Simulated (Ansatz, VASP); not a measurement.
**Two plane-wave programs on B3As2**

```
B As
1.0
     2.28878   -5.52500    0.00000
     2.28878    5.52500    0.00000
     0.00000    0.00000    2.88233
B As
3 2
Cartesian
  3.1607 0.0000 1.4412
  1.4169 0.0000 1.4412
  2.2888 0.0000 0.0000
  2.2888 -3.9346 1.4412
  2.2888 3.9346 1.4412
```

Alike in both runs: functional PBE; k mesh 10 × 10 × 14; occupations gaussian, width 0.1 eV; no spin polarisation.

Ansatz relaxed the structure, and its values are those at the end. VASP's run is a single point on that final structure, the one shown.

|  | VASP | Ansatz |
| --- | --- | --- |
| version | VASP 6.6.1 | Ansatz 0.2.0 |
| potentials or method | VASP PAW PBE potentials, release 64 (B, As), cutoff 520 eV | scalar-relativistic, plane waves, PAW |
| valence electrons in the cell | 19 | 39 |

Ansatz gave:

| Quantity | Value |
| --- | --- |
| gap on the k mesh at the Fermi level (eV) | none |
| pressure (GPa) | 0.0 |
| rms of the force components (eV/Å) | 0.001 |

**Question.** Which values does VASP return?

**Answer.** gap on the k mesh at the Fermi level (eV): none; pressure (GPa): 0.2; rms of the force components (eV/Å): 0.019.

A gap of «none» marks a metal or a gap that the smearing closes. With one functional, cell and mesh, what is left measures potentials, basis and numerics. VASP's potentials hold 19 valence electrons a cell and Ansatz's 39, so a difference there can come from the potentials and not from the codes.
